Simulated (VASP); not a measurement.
A run of VASP 6.6.1:

File INCAR:

```
PREC = Accurate ; ENCUT = 520
EDIFF = 1E-7 ; ISMEAR = 0
SIGMA = 0.05 ; LREAL = F
LASPH = T ; NELM = 100
ALGO = Normal ; ISIF = 2
LWAVE = F ; LCHARG = T
GGA = PE ; LELF = T
LVHAR = T ; NBANDS = 28
```

File KPOINTS:

```
regular mesh
0
Gamma
  8 8 8
```

Contents of POSCAR:

```
SrTiO3
1.0
    4.0448394974     -0.6222829996     -0.6222829996
   -0.6222829996      4.0448394974     -0.6222829996
   -0.6222829996     -0.6222829996      4.0448394974
Sr Ti O
1 1 3
Direct
    0.0000000000      0.0000000000      0.0000000000
    0.5000000000      0.5000000000      0.5000000000
    0.0000000000      0.5000000000      0.5000000000
    0.5000000000      0.0000000000      0.5000000000
    0.5000000000      0.5000000000      0.0000000000
```

Potentials or basis: VASP PAW PBE potentials, release 64 (Sr_sv, Ti_sv, O).

Run with:

```bash
$ cat potpaw_PBE.64/Sr_sv/POTCAR potpaw_PBE.64/Ti_sv/POTCAR potpaw_PBE.64/O/POTCAR > POTCAR
$ mpirun -np 1 vasp_std > vasp.out
```

Hardware: 1 thread of Intel(R) Xeon(R) 6975P-C (Granite Rapids), on a shared host.

Problem. How long does it take, and how much memory?

Solution. It took 48 s on 1 thread of Intel(R) Xeon(R) 6975P-C (Granite Rapids), with other jobs on the host, peak memory 0.25 GiB. Counts: scf iterations 20, k points 65.
